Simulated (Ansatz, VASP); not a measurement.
# One calculation of AlN, two programs

```xyz
4
Lattice="3.0812 0.0000 0.0000 -1.5406 2.6684 0.0000 0.0000 0.0000 4.7810" Properties=species:S:1:pos:R:3 pbc="T T T"
Al    0.0000    1.7789    0.0288
Al    1.5406    0.8895    2.4193
N     0.0000    1.7789    1.8119
N     1.5406    0.8895    4.2024
```

Alike in both runs: task single point; functional PBEsol; k mesh 9 × 9 × 6; occupations gaussian, width 0.02 eV; no spin polarisation.

|  | VASP | Ansatz |
| --- | --- | --- |
| version | VASP 6.6.1 | Ansatz 0.2.0 |
| potentials or method | VASP PAW PBE potentials, release 64 (Al, N), cutoff 520 eV | scalar-relativistic, plane waves, PAW |
| valence electrons in the cell | 16 | 16 |

```tsv
	VASP	Ansatz	Ansatz less VASP
gap on the k mesh at the Fermi level (eV)	4.70	4.68	-0.016
least direct gap on the mesh (eV)	4.70	4.68	-0.016
pressure (GPa)	15.4	15.3	-0.12
traceless stress, the component that is largest in VASP (GPa)	16.79	16.51	-0.280
rms of the force components (eV/Å)	0.835	0.822	-0.0132
```

VASP's potentials were made for PBE, not for PBEsol. Atom by atom the forces differ by 0.013 eV/Å (rms over components). With one functional, cell and mesh, what is left measures potentials, basis and numerics.
